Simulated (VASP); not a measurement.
Runs of VASP 6.6.1 on Ti. The structure is that of space group Im-3m (No. 229), or close to it. The cells are those of the table. 

```csv
cell,gap on the mesh (eV),pressure (GPa)
"a = 2.857 Å, angles 108.7, 109.9, 109.9°, 1 atom",none,-4.0
"a = 2.828 Å, angles 110.3, 109.1, 109.1°, 1 atom",none,(a)
"a = 2.838 Å, angles 109.7, 109.3, 109.3°, 1 atom",none,(c)
"a = 2.847 Å, angles 109.2, 109.6, 109.6°, 1 atom",none,-3.1
"a = 2.859 Å, angles 108.5, 109.9, 109.9°, 1 atom",none,(b)
"a = 2.833 Å, angles 110.0, 109.2, 109.2°, 1 atom",none,-1.4
"a = 2.823 Å, angles 110.6, 108.9, 108.9°, 1 atom",none,-0.4
"a = 2.861 Å, angles 108.4, 110.0, 110.0°, 1 atom",none,-4.4
```

Alike in all rows: task single point; level r2SCAN; potentials or basis VASP PAW PBE potentials, release 64 (Ti_sv); no spin polarisation; k mesh 20 × 20 × 20; cutoff (eV) 520; smearing gaussian 0.15 eV.

**Question.** Fill in the values left out.

**Answer.** (a) -0.8; (b) -4.3; (c) -2.0.

Caveats: the PAW data sets were made with another functional, which shifts forces and pressure a little.

A gap of «none» marks levels without a gap at the run's occupations.
